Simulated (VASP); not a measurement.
Write the native input for VASP 6.6.1 that does the following.

```yaml
Task: electric field gradients
Functional: LDA
Potentials_or_basis: VASP PAW LDA potentials, release 64 (Zn, O)
Cutoff: 520 eV
k_mesh: 11 × 11 × 6
Occupations: fermi-dirac, width 0.02 eV
Spin: no spin polarisation
Dipole_correction: no
Further_INCAR_settings: ALGO = Normal; EDIFF = 1e-08; NBANDS = 26
```

The structure of ZnO lies in POSCAR:

```
ZnO
1.0
    3.2275900217      0.0000000000      0.0000000000
   -1.6137950108      2.7951749517      0.0000000000
    0.0000000000      0.0000000000      5.1688741155
Zn O
2 2
Direct
    0.3333333333      0.6666666667      0.0000000000
    0.6666666667      0.3333333333      0.5000000000
    0.3333333333      0.6666666667      0.3821000000
    0.6666666667      0.3333333333      0.8821000000
```

One way to write it, as run:

INCAR

```
ALGO = Normal
EDIFF = 1E-8
ENCUT = 520
GGA = CA
ISIF = 2
ISMEAR = -1
LASPH = True
LCHARG = False
LEFG = True
LREAL = False
LWAVE = False
NBANDS = 26
NELM = 80
PREC = Accurate
SIGMA = 0.02
```

KPOINTS

```
k-points
0
Gamma
  11 11 6
```

Potentials or basis: VASP PAW LDA potentials, release 64 (Zn, O).

The run is started by

```sh
$ cat potpaw_LDA.64/Zn/POTCAR potpaw_LDA.64/O/POTCAR > POTCAR
$ mpirun -np 1 vasp_std > vasp.out
```

It gave:

| Item | Value |
| --- | --- |
| Pressure | -3.2 GPa |
| Largest force | 0.042 eV/Å |
| Band gap on the k mesh | 0.78 eV |
| Largest electric field gradient by atom | Zn +8.0; O -3.5 V/Å² |

Caveat: the cell stands under tension; semilocal functionals underestimate gaps, and a narrow one can read as zero; without QUAD_EFG the Cq values of the log hold for a quadrupole moment of 1 mb, not for the nuclei.

Wall time 110 s on 1 thread of Intel Xeon 8259CL (shared host), peak memory 0.19 GiB.
